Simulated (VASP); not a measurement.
Wanted: the native input for a VASP 6.6.1 run.

| Quantity | Value |
| --- | --- |
| Task | single point |
| Functional | PBE |
| Potentials or basis | VASP PAW PBE potentials, release 64 (C) |
| Cutoff | 600 eV |
| k mesh | 7 × 7 × 7 |
| Occupations | methfessel-paxton, width 0.05 eV |
| Spin | no spin polarisation |
| Dipole correction | no |
| Further INCAR settings | ALGO = Normal; EDIFF = 1e-06; NBANDS = 8 |

The structure of C lies in POSCAR:

```
C
1.0
    0.0000000000      2.1650000000      2.1650000000
    2.1650000000      0.0000000000      2.1650000000
    2.1650000000      2.1650000000      0.0000000000
C
1
Direct
    0.0000000000      0.0000000000      0.0000000000
```

These files were run (other wordings do the same):

INCAR

```
SYSTEM = C
PREC     = Accurate       ! precision mode
ENCUT    = 600            ! plane-wave cutoff, eV
EDIFF    = 1E-6           ! SCF threshold, eV
ISMEAR   = 1              ! smearing method
SIGMA    = 0.05           ! smearing width, eV
LREAL    = .False.        ! projectors in reciprocal space
LASPH    = .True.         ! aspherical terms in the spheres
NELM     = 120            ! most SCF steps
ALGO     = Normal         ! electronic algorithm
ISIF     = 2              ! what is computed and relaxed
LWAVE    = .False.        ! write WAVECAR
LCHARG   = .False.        ! write CHGCAR
GGA      = PE             ! functional
NBANDS   = 8              ! bands
GGA_COMPAT= .False.
```

KPOINTS

```
Automatic mesh
0
Gamma
  7 7 7
  0 0 0
```

Potentials or basis: VASP PAW PBE potentials, release 64 (C).

Run with:

```sh
$ cat potpaw_PBE.64/C/POTCAR > POTCAR
$ mpirun -np 1 vasp_std > vasp.out
```

Results of the run:

The pressure is -20.7 GPa and the band gap on the k mesh is zero (band 2 reaches 1.27 eV, above the bottom of band 3 at -1.84 eV).

It took 3.7 s on 1 thread of AMD EPYC 9R45 (Zen 5) (shared host), peak memory 0.09 GiB.
